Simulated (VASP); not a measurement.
# NaH (CsCl type) (Pm-3m) in VASP: a series of runs, part 2 of 2

VASP 6.6.1. Earlier steps stand in the parts before.

### 3 Density of states, PBE (volume scaled by 0.45)

The input, POSCAR:

```
NaH
1.0
    2.2714636606      0.0000000000      0.0000000000
    0.0000000000      2.2714636606      0.0000000000
    0.0000000000      0.0000000000      2.2714636606
Na H
1 1
Direct
    0.0000000000      0.0000000000      0.0000000000
    0.5000000000      0.5000000000      0.5000000000
```

The input, INCAR.step1:

```
SYSTEM = NaH
PREC = Accurate
ENCUT = 520
EDIFF = 1E-7
ISMEAR = -1
SIGMA = 0.08
LREAL = .False.
LASPH = .True.
NELM = 60
ALGO = Normal
ISIF = 2
LWAVE = .False.
LCHARG = .True.
GGA = PE
NBANDS = 11
```

The input, KPOINTS.step1:

```
regular mesh
0
Gamma
  12 12 12
  0 0 0
```

The input, INCAR.step2:

```
SYSTEM = NaH
PREC = Accurate
ENCUT = 520
EDIFF = 1E-7
ISMEAR = -5
SIGMA = 0.08
LREAL = .False.
LASPH = .True.
NELM = 60
ALGO = Normal
ISIF = 2
LWAVE = .False.
LCHARG = .False.
GGA = PE
LORBIT = 11
NBANDS = 11
NEDOS = 2001
ICHARG = 11
```

The input, KPOINTS.step2:

```
regular mesh
0
Gamma
  18 18 18
  0 0 0
```

Potentials or basis: VASP PAW PBE potentials, release 64 (Na_pv, H).

Command:

```sh
cat potpaw_PBE.64/Na_pv/POTCAR potpaw_PBE.64/H/POTCAR > POTCAR
cp INCAR.step1 INCAR
cp KPOINTS.step1 KPOINTS
mpirun -np 1 vasp_std > vasp.out
cp INCAR.step2 INCAR
cp KPOINTS.step2 KPOINTS
mpirun -np 1 vasp_std > vasp.out
```

OUTCAR:

```text
SYSTEM = NaH
   PREC = Accurate
   ENCUT = 520
   EDIFF = 1E-7
   ISMEAR = -5
   LREAL = .False.
   LASPH = .True.
   NELM = 60
   ISIF = 2
   GGA = PE
   LORBIT = 11
   ICHARG = 11

 ion  position               nearest neighbor table
   1  0.000  0.000  0.000-
   2  0.500  0.500  0.500-

  LATTYP: Found a simple cubic cell.
 ALAT       =     2.2714636606

  Lattice vectors:

 A1 = (   2.2714636606,   0.0000000000,   0.0000000000)
 A2 = (   0.0000000000,   2.2714636606,   0.0000000000)
 A3 = (   0.0000000000,   0.0000000000,   2.2714636606)

Analysis of symmetry for initial positions (statically):
=====================================================================
 Subroutine PRICEL returns:
 Original cell was already a primitive cell.

 Routine SETGRP: Setting up the symmetry group for a
 simple cubic supercell.

 Subroutine GETGRP returns: Found 48 space group operations
[... 9 lines left out ...]

 Routine SETGRP: Setting up the symmetry group for a
 simple cubic supercell.

 Subroutine GETGRP returns: Found 48 space group operations
[... 11 lines left out ...]
                                     Primitive cell

  volume of cell :      11.7197

  direct lattice vectors                    reciprocal lattice vectors
     2.271463661  0.000000000  0.000000000     0.440244771  0.000000000  0.000000000
     0.000000000  2.271463661  0.000000000     0.000000000  0.440244771  0.000000000
     0.000000000  0.000000000  2.271463661     0.000000000  0.000000000  0.440244771

  length of vectors
     2.271463661  2.271463661  2.271463661     0.440244771  0.440244771  0.440244771

  position of ions in fractional coordinates (direct lattice)
     0.000000000  0.000000000  0.000000000
     0.500000000  0.500000000  0.500000000

  ion indices of the primitive-cell ions
   primitive index   ion index
                 1           1
                 2           2

----------------------------------------------------------------------------------------

 KPOINTS: regular mesh

Automatic generation of k-mesh.
 Grid dimensions read from file:
 generate k-points for:   18   18   18

 Generating k-lattice:

  Cartesian coordinates                     Fractional coordinates (reciprocal lattice)
     0.024458043  0.000000000  0.000000000     0.055555556  0.000000000  0.000000000
     0.000000000  0.024458043  0.000000000     0.000000000  0.055555556  0.000000000
     0.000000000  0.000000000  0.024458043     0.000000000  0.000000000  0.055555556

  Length of vectors
     0.024458043  0.024458043  0.024458043

  Shift w.r.t. Gamma in fractional coordinates (k-lattice)
     0.000000000  0.000000000  0.000000000

 TETIRR: Found   2900 inequivalent tetrahedra from    34992

 Subroutine IBZKPT returns following result:
 ===========================================

 Found    220 irreducible k-points:

 Following reciprocal coordinates:
            Coordinates               Weight
  0.000000  0.000000  0.000000      1.000000
  0.055556  0.000000  0.000000      6.000000
  0.111111  0.000000  0.000000      6.000000
  0.166667  0.000000  0.000000      6.000000
  0.222222  0.000000  0.000000      6.000000
  0.277778  0.000000  0.000000      6.000000
[... 16 lines left out ...]
  0.277778  0.111111  0.000000     24.000000
  0.333333  0.111111  0.000000     24.000000
 [... further k-points ...]
   k-points           NKPTS =    220   k-points in BZ     NKDIM =    220   number of bands    NBANDS=     11
   number of dos      NEDOS =   2001   number of ions     NIONS =      2
   total plane-waves  NPLWV =   5832
   dimension x,y,z NGX =    18 NGY =   18 NGZ =   18
   dimension x,y,z NGXF=    36 NGYF=   36 NGZF=   36
   ions per type =               1   1
   NGX,Y,Z   is equivalent  to a cutoff of  13.17, 13.17, 13.17 a.u.
   NGXF,Y,Z  is equivalent  to a cutoff of  26.35, 26.35, 26.35 a.u.
 SYSTEM =  NaH
   PREC   = accura    normal or accurate (medium, high low for compatibility)
   ISTART =      0    job   : 0-new  1-cont  2-samecut
   ICHARG =     11    charge: 1-file 2-atom 10-const
   ISPIN  =      1    spin polarized calculation?
   LNONCOLLINEAR =      F non collinear calculations
   LSORBIT =      F    spin-orbit coupling
   LASPH  =      T    aspherical Exc in radial PAW
   ENCUT  =  520.0 eV  38.22 Ry    6.18 a.u.   4.22  4.22  4.22*2*pi/ulx,y,z
   NELM   =     60;   NELMIN=  2; NELMDL=  0     # of ELM steps
   EDIFF  = 0.1E-06   stopping-criterion for ELM
   LREAL  =      F    real-space projection
   EDIFFG = 0.1E-05   stopping-criterion for IOM
   NSW    =      0    number of steps for IOM
   IBRION =     -1    ionic relax: 0-MD 1-quasi-New 2-CG
   NFREE  =      0    steps in history (QN), initial steepest desc. (CG)
   ISIF   =      2    stress and relaxation
   ISYM   =      2    0-nonsym 1-usesym 2-fastsym
   POTIM  = 0.5000    time-step for ionic-motion
   TEBEG  =    0.0;   TEEND  =   0.0 temperature during run
   PSTRESS=    0.0 pullay stress
   NELECT =       8.0000    total number of electrons
   NUPDOWN=      -1.0000    fix difference up-down
   EMIN   =  10.00;   EMAX   =-10.00  energy-range for DOS
   EFERMI =   0.00;   METHOD = LEGACY
   ISMEAR =    -5;   SIGMA  =   0.08  broadening in eV -4-tet -1-fermi 0-gaus
   EFERMI_NEDOS =   21; number of points for ismear=-14 and -15
   IALGO  =     38    algorithm
   IMIX   =      4    mixing-type and parameters
     AMIX     =   0.40;   BMIX     =  1.00
     AMIX_MAG =   1.60;   BMIX_MAG =  1.00
  volume/ion in A,a.u.               =       5.86        39.54
  Fermi-wavevector in a.u.,A,eV,Ry     =   1.441448  2.723942 28.269816  2.077773
  Thomas-Fermi vector in A             =   2.560079
   LORBIT       =     11    0 simple, 1 ext, 2 COOP (PROOUT), +10 PAW based schemes
   GGA     = PE    functional components
   LHFCALC =     F    Hartree Fock is set to
   AEXX    =    0.0000 exact exchange contribution
   IVDW    =     0    specifies the selected vdW correction
   LEPSILON=     F    determine dielectric tensor
   LRPA    =     F    only Hartree local field effects (RPA)
 non-spin polarized calculation
 Fermi weights with tetrahedron method with Bloechl corrections
  energy-cutoff  :      520.00
  volume of cell :       11.72
 maximum number of plane-waves:       326
 NGX is ok and might be reduce to    18

 number of electron       7.9999982 magnetization

 Free energy of the ion-electron system (eV)
  ---------------------------------------------------
  ext. energy  EPLUGINS =         0.00000000
  ---------------------------------------------------
  free energy    TOTEN  =        -2.78277088 eV

  energy without entropy =       -2.78277088  energy(sigma->0) =       -2.78277088

 E-fermi :   7.4646     XC(G=0): -11.4468

 val. band max:        7.4343886503   @ k =   0.5000   0.5000   0.5000
 cond. band min:       8.8530537678   @ k =   0.5000   0.0000   0.0000
 fundamental gap:      1.4186651175
 Fermi energy:         7.4646283212

 k-point     1 :       0.0000    0.0000    0.0000
  band No.  band energies     occupation
      1     -18.3410      2.00000
      2     -18.3410      2.00000
      3     -18.3410      2.00000
      4      -2.9463      2.00000
      5      21.6831      0.00000
      6      21.6831      0.00000
      7      25.5928      0.00000
      8      27.1882      0.00000
      9      27.1882      0.00000
     10      27.1882      0.00000
     11      39.7804      0.00000

 k-point     2 :       0.0556    0.0000    0.0000
  band No.  band energies     occupation
      1     -18.3900      2.00000
      2     -18.3372      2.00000
      3     -18.3372      2.00000
      4      -2.8489      2.00000
      5      21.0129      0.00000
      6      21.7692      0.00000
      7      24.8999      0.00000
      8      27.2125      0.00000
      9      27.2125      0.00000
     10      28.7603      0.00000
     11      39.7801      0.00000
[... 295 lines left out ...]
 k-point    24 :       0.3333    0.1111    0.0000
  band No.  band energies     occupation
      1     -19.4387      2.00000
      2     -18.4018      2.00000
      3     -18.2316      2.00000
      4       0.2774      2.00000
      5      12.0198      0.00000
      6      21.8315      0.00000
      7      25.6608      0.00000
      8      28.1437      0.00000
      9      30.5672      0.00000
     10      35.0834      0.00000
     11      38.4194      0.00000

 [... further k-points ...]
[... 5 lines left out ...]
  --------------------------------------------------------------------------------------
  -------------------------------------------------------------------------------------
  Total        6.2023386      6.2023386      6.2023386      0.0000000      0.0000000     -0.0000000
  in kB      847.9078798    847.9078798    847.9078798      0.0000000      0.0000000     -0.0000000
  external PRESSURE =     847.9078798 kB  Pullay stress =       0.0000000 kB

 VOLUME and BASIS-vectors are now :
 -----------------------------------------------------------------------------
  energy-cutoff  :      520.00
  volume of cell :       11.72
      direct lattice vectors                 reciprocal lattice vectors
     2.271463661  0.000000000  0.000000000     0.440244771  0.000000000  0.000000000
     0.000000000  2.271463661  0.000000000     0.000000000  0.440244771  0.000000000
     0.000000000  0.000000000  2.271463661     0.000000000  0.000000000  0.440244771

 POSITION                                       TOTAL-FORCE (eV/Angst)
 -----------------------------------------------------------------------------------
      0.00000      0.00000      0.00000         0.000000      0.000000      0.000000
      1.13573      1.13573      1.13573         0.000000      0.000000      0.000000
 -----------------------------------------------------------------------------------
    total drift:                                0.000000     -0.000000     -0.000000

  FREE ENERGIE OF THE ION-ELECTRON SYSTEM (eV)
  ---------------------------------------------------
  free  energy   TOTEN  =        -2.7827708791 eV

  energy  without entropy=       -2.7827708791  energy(sigma->0) =       -2.78277088

 total charge

# of ion       s       p       d       tot
------------------------------------------
    1        0.137   6.105   0.000   6.241
    2        0.672   0.004   0.000   0.677
--------------------------------------------------
tot          0.809   6.109   0.000   6.918
```

It took 9.7 s on 1 thread of Intel Xeon 6975P-C (Granite Rapids), shared host; peak memory 0.13 GiB.

Results:

* Valence electrons inside the program's atomic spheres: Na 6.24; H 0.68

Caveat: the cell differs from its parent crystal (volume scaled by 0.45).

### 4 Density of states, PBE (volume scaled by 0.6)

The input, POSCAR:

```
NaH
1.0
    2.5000692519      0.0000000000      0.0000000000
    0.0000000000      2.5000692519      0.0000000000
    0.0000000000      0.0000000000      2.5000692519
Na H
1 1
Direct
    0.0000000000      0.0000000000      0.0000000000
    0.5000000000      0.5000000000      0.5000000000
```

The input, INCAR.step1:

```
ALGO = Normal
EDIFF = 1E-6
ENCUT = 520
GGA = PE
ISIF = 2
ISMEAR = -1
LASPH = True
LCHARG = True
LREAL = False
LWAVE = False
NBANDS = 11
NELM = 100
PREC = Accurate
SIGMA = 0.08
```

The input, KPOINTS.step1:

```
k-points
0
Gamma
  12 12 12
```

The input, INCAR.step2:

```
ALGO = Normal
EDIFF = 1E-6
ENCUT = 520
GGA = PE
ICHARG = 11
ISIF = 2
ISMEAR = -5
LASPH = True
LCHARG = False
LORBIT = 11
LREAL = False
LWAVE = False
NEDOS = 1001
NELM = 100
PREC = Accurate
SIGMA = 0.08
```

The input, KPOINTS.step2:

```
k-points
0
Gamma
  18 18 18
```

Command:

```sh
cat potpaw_PBE.64/Na_pv/POTCAR potpaw_PBE.64/H/POTCAR > POTCAR
cp INCAR.step1 INCAR
cp KPOINTS.step1 KPOINTS
mpirun -np 1 vasp_std > vasp.out
cp INCAR.step2 INCAR
cp KPOINTS.step2 KPOINTS
mpirun -np 1 vasp_std > vasp.out
```

Run time: 9.5 s. Hardware: 1 thread of Intel Xeon 6975P-C (Granite Rapids), shared host; peak memory 0.13 GiB.

Results (log left out):

| Property | Result |
| --- | --- |
| Valence electrons inside the program's atomic spheres | Na 6.14; H 0.60 |

Levels at points of the mesh, in eV from the valence-band top:
```tsv
k point	band 2	band 3	band 4	band 5	band 6	band 7
(0.00, 0.00, 0.00)	-25.09	-25.09	-8.63	13.02	13.02	13.87
(0.50, 0.00, 0.00)	-25.03	-25.03	-4.93	1.13	15.99	17.51
(0.50, 0.50, 0.00)	-25.65	-24.97	-3.01	5.37	5.37	9.71
(0.50, 0.50, 0.50)	-25.53	-25.53	0.00	7.46	7.46	7.46
```

Caveat: the cell differs from its parent crystal (volume scaled by 0.6).

### 5 Density of states, PBE

This run uses another cell than the first one, of 13.02 Å³/atom, 2.222 times its volume.

The input, POSCAR:

```
NaH
1.0
    2.9641598610      0.0000000000      0.0000000000
    0.0000000000      2.9641598610      0.0000000000
    0.0000000000      0.0000000000      2.9641598610
Na H
1 1
Direct
    0.0000000000      0.0000000000      0.0000000000
    0.5000000000      0.5000000000      0.5000000000
```

The input, INCAR.step1:

```
ALGO = Normal
EDIFF = 1E-7
ENCUT = 520
GGA = PE
ISIF = 2
ISMEAR = -1
LASPH = True
LCHARG = True
LREAL = False
LWAVE = False
NBANDS = 11
NELM = 60
PREC = Accurate
SIGMA = 0.08
```

KPOINTS.step1 is that of step 4.

The input, INCAR.step2:

```
ALGO = Normal
EDIFF = 1E-7
ENCUT = 520
GGA = PE
ICHARG = 11
ISIF = 2
ISMEAR = -5
LASPH = True
LCHARG = False
LORBIT = 11
LREAL = False
LWAVE = False
NEDOS = 2001
NELM = 60
PREC = Accurate
SIGMA = 0.08
```

KPOINTS.step2 is that of step 4.

Command:

```sh
cat potpaw_PBE.64/Na_pv/POTCAR potpaw_PBE.64/H/POTCAR > POTCAR
cp INCAR.step1 INCAR
cp KPOINTS.step1 KPOINTS
mpirun -np 1 vasp_std > vasp.out
cp INCAR.step2 INCAR
cp KPOINTS.step2 KPOINTS
mpirun -np 1 vasp_std > vasp.out
```

Wall time 12 s (1 thread of Intel Xeon 6975P-C (Granite Rapids), shared host); peak memory 0.16 GiB.

It converged, with:

```
Valence electrons inside the program's atomic spheres : Na 6.04; H 0.51
```

Levels at points of the mesh, in eV from the valence-band top:
```csv
k point,band 1,band 2,band 3,band 4,band 5,band 6,band 7,band 8
"(0.00, 0.00, 0.00)",-24.55,-24.55,-24.55,-5.87,8.58,10.93,10.93,12.43
"(0.50, 0.00, 0.00)",-24.72,-24.54,-24.54,-3.37,1.03,10.82,14.15,14.47
"(0.50, 0.50, 0.00)",-24.69,-24.69,-24.52,-1.71,4.26,4.26,6.77,14.62
"(0.50, 0.50, 0.50)",-24.67,-24.67,-24.67,0.00,6.89,6.89,6.89,9.08
```
